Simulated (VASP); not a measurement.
**Hf4N: relaxation of cell and atoms with PBE**

Crystal: Hf4N.

```
Hf N
1.0
     4.49404    0.00000    0.00000
     0.00000    4.49404    0.00000
     0.00000    0.00000    4.49404
Hf N
4 1
Direct
  0.00000 0.00000 0.00000
  0.50000 0.50000 0.00000
  0.50000 0.00000 0.50000
  0.00000 0.50000 0.50000
  0.50000 0.50000 0.50000
```

| Property | Result |
| --- | --- |
| Program | VASP 6.6.1 |
| Task | relaxation of cell and atoms |
| Functional | PBE |
| Potentials or basis | VASP PAW PBE potentials, release 64 (Hf_pv, N) |
| Cutoff | 600 eV |
| k mesh | 8 × 8 × 8 |
| Occupations | gaussian, width 0.1 eV |
| Spin | no spin polarisation |
| Dipole correction | no |
| Further INCAR settings | ALGO = Normal; EDIFF = 1e-07; IBRION = 2; EDIFFG = -0.01; NSW = 100; ISIF = 3 |

The relaxed volume is 18.27 Å³/atom. The relaxed cell is a = 4.503 Å, b = 4.503 Å, c = 4.503 Å, α = 90.00°, β = 90.00°, γ = 90.00°. The space group after relaxing (to 0.05 Å) is Pm-3m (No. 221). The energy gained by relaxing is 0.3 meV/atom. The ionic steps are 3 and the pressure after relaxing is 0.0 GPa.

The path:
```tsv
step	energy change (eV)	largest force (eV/Å)	pressure (GPa)	volume (Å³)
1	0.0000	0.0000	0.92	90.76
2	0.0016	0.0000	-1.26	92.14
3	-0.0016	0.0000	0.00	91.33
```

Final structure:
```
Hf N
1.0
     4.50338    0.00000    0.00000
     0.00000    4.50338    0.00000
     0.00000    0.00000    4.50338
Hf N
4 1
Direct
  0.00000 0.00000 0.00000
  0.50000 0.50000 0.00000
  0.50000 0.00000 0.50000
  0.00000 0.50000 0.50000
  0.50000 0.50000 0.50000
```

Levels at points of the mesh, in eV from the Fermi level:
```
           k point  band 19  band 20  band 21  band 22  band 23  band 24  band 25  band 26  band 27
(0.00, 0.00, 0.00)    -2.99    -2.10    -2.10    -2.10     1.38     1.38     1.38     3.92     3.93
(0.50, 0.00, 0.00)    -1.60    -0.89    -0.55    -0.44    -0.44     1.20     1.20     1.25     2.09
(0.50, 0.50, 0.00)    -1.56    -1.52    -0.35    -0.35    -0.26     0.15     0.89     0.89     2.58
(0.50, 0.50, 0.50)    -1.53    -1.53     0.58     0.58     0.58     1.23     1.23     1.23     1.36
```

Run time: 3.4 min on 1 thread of Intel(R) Xeon(R) Platinum 8259CL CPU @ 2.50GHz (Skylake/Cascade Lake), on a shared host, peak memory 0.26 GiB.

Caveat: spin-orbit coupling is left out, which moves the levels of the heavy elements.
